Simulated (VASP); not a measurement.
## Si3N4: single point with PBE

The system is Si3N4.

```
CELL_PARAMETERS angstrom
7.66362 0.00000 0.00000
-3.83181 6.63689 0.00000
0.00000 0.00000 2.92644
ATOMIC_POSITIONS crystal
Si 0.76891 0.17501 0.25000
Si 0.59390 0.76891 0.75000
Si 0.82499 0.59390 0.25000
Si 0.23109 0.82499 0.75000
Si 0.40610 0.23109 0.25000
Si 0.17501 0.40610 0.75000
N 0.03083 0.33000 0.25000
N 0.70083 0.03083 0.75000
N 0.67000 0.70083 0.25000
N 0.96917 0.67000 0.75000
N 0.29917 0.96917 0.25000
N 0.33000 0.29917 0.75000
N 0.66667 0.33333 0.25000
N 0.33333 0.66667 0.75000
```

| Quantity | Value |
| --- | --- |
| Program | VASP 6.6.1 |
| Task | single point |
| Functional | PBE |
| Potentials or basis | VASP PAW PBE potentials, release 64 (Si, N) |
| Cutoff | 520 eV |
| k mesh | 6 × 6 × 8 |
| Occupations | gaussian, width 0.02 eV |
| Spin | no spin polarisation |

```yaml
Pressure: -0.3 GPa
Largest_force: 0.003 eV/Å
Band_gap_on_the_k_mesh: 4.26 eV (least direct gap 4.44 eV)
```

Forces in eV/Å, atoms in the order of the input:
```
Si   0.002  0.002  0.000
Si  -0.001  0.003  0.000
Si  -0.003  0.001  0.000
Si  -0.002 -0.002  0.000
Si   0.001 -0.003  0.000
Si   0.003 -0.001  0.000
N   -0.001 -0.002  0.000
N    0.002 -0.002  0.000
N    0.002  0.001  0.000
N    0.001  0.002  0.000
N   -0.002  0.002  0.000
N   -0.002 -0.001  0.000
N    0.000  0.000  0.000
N    0.000  0.000  0.000
```

Levels at points of the mesh, in eV from the valence-band top:
```
           k point  band 29  band 30  band 31  band 32  band 33  band 34  band 35  band 36
(0.00, 0.00, 0.00)    -1.25    -0.43    -0.38    -0.18     4.26     4.60     4.79     4.79
(0.50, 0.00, 0.00)    -1.31    -0.75    -0.31    -0.23     4.52     4.63     4.79     5.17
(0.00, 0.00, 0.50)    -1.57    -1.57    -1.29    -1.29     4.66     4.66     4.66     4.66
(0.50, 0.00, 0.50)    -1.45    -1.45    -1.01    -1.01     4.70     4.70     5.78     5.78
```

Run time: 3 min on 1 thread of Intel(R) Xeon(R) Platinum 8488C (Sapphire Rapids), with other jobs on the host, peak memory 0.38 GiB.

A k mesh can miss the band edges. A hybrid or GW would open this gap; PBE tends to underestimate it.
